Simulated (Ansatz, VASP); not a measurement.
## Cu: VASP beside Ansatz

```xyz
1
Lattice="0.0000 1.8144 1.8144 1.8144 0.0000 1.8144 1.8144 1.8144 0.0000" Properties=species:S:1:pos:R:3 pbc="T T T"
Cu    0.0000    0.0000    0.0000
```

Alike in both runs: task relaxation of cell and atoms; functional PBE; k mesh 20 × 20 × 20; occupations fermi-dirac, width 0.15 eV; no spin polarisation.

|  | VASP | Ansatz |
| --- | --- | --- |
| version | VASP 6.6.1 | Ansatz 0.2.0 |
| potentials or method | VASP PAW PBE potentials, release 64 (Cu), cutoff 600 eV | scalar-relativistic, plane waves, PAW |
| valence electrons in the cell | 11 | 19 |

VASP gave:

| Property | Result |
| --- | --- |
| gap on the k mesh at the Fermi level, each at its own relaxed structure (eV) | none |
| relaxed volume (Å³/atom) | 12.02 |
| relaxed cell length with the largest relative difference (Å) | 2.571 |

Question: Which values does Ansatz return?

Answer: gap on the k mesh at the Fermi level, each at its own relaxed structure (eV): none; relaxed volume (Å³/atom): 11.95; relaxed cell length with the largest relative difference (Å): 2.566.

A gap of «none» marks a metal or a gap that the smearing closes. VASP's potentials hold 11 valence electrons a cell and Ansatz's 19, so a difference there can come from the potentials and not from the codes.
